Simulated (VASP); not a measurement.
SiF: single point with PBE

Crystal: SiF.

```xyz
2
Lattice="3.0286 0.0000 0.0000 0.0000 3.0286 0.0000 0.0000 0.0000 3.0286" Properties=species:S:1:pos:R:3 pbc="T T T"
Si    1.4857    1.4919    1.4647
F     0.0238   -0.0314    0.0062
```

* Program: VASP 6.6.1
* Task: single point
* Functional: PBE
* Potentials or basis: VASP PAW PBE potentials, release 64 (Si, F)
* Cutoff: 520 eV
* k mesh: 6 × 6 × 6
* Occupations: fermi-dirac, width 0.025 eV
* Spin: no spin polarisation
* Dipole correction: no
* Further INCAR settings: ALGO = Normal; EDIFF = 1e-06; NBANDS = 12

The pressure is 0.0 GPa and the largest force is 0.050 eV/Å.

Forces in eV/Å, atoms in the order of the input:
```
Si  -0.034  0.006 -0.037
F    0.034 -0.006  0.037
```

Stress tensor (GPa, compression positive):
```
-0.06  0.02 -0.13
 0.02  0.21  0.02
-0.13  0.02 -0.10
```

Levels at points of the mesh, in eV from the Fermi level:
| k point | band 3 | band 4 | band 5 | band 6 | band 7 | band 8 |
| --- | --- | --- | --- | --- | --- | --- |
| (0.00, 0.00, 0.00) | -5.26 | -5.25 | -5.25 | 5.06 | 5.13 | 5.15 |
| (0.50, 0.00, 0.00) | -4.93 | -4.93 | -2.70 | -2.54 | 5.03 | 5.04 |
| (0.00, 0.50, 0.00) | -4.93 | -4.92 | -2.66 | -2.56 | 5.02 | 5.04 |
| (0.00, 0.00, 0.50) | -4.93 | -4.93 | -2.70 | -2.54 | 5.03 | 5.04 |
| (0.50, 0.50, 0.00) | -7.19 | -5.73 | -4.72 | 0.90 | 0.90 | 6.21 |
| (0.00, 0.50, 0.50) | -7.19 | -5.72 | -4.72 | 0.90 | 0.90 | 6.20 |
| (0.50, 0.00, 0.50) | -7.19 | -5.70 | -4.72 | 0.90 | 0.90 | 6.19 |
| (0.50, 0.50, 0.50) | -6.10 | -6.09 | -2.90 | -0.92 | -0.90 | -0.89 |

Run time: 9 s on 1 thread of Intel(R) Xeon(R) Platinum 8559C (Emerald Rapids), with other jobs on the host, peak memory 0.15 GiB.

Caveat: an odd number of electrons without spin polarisation forces a metal; a magnetic or distorted state may lie lower.
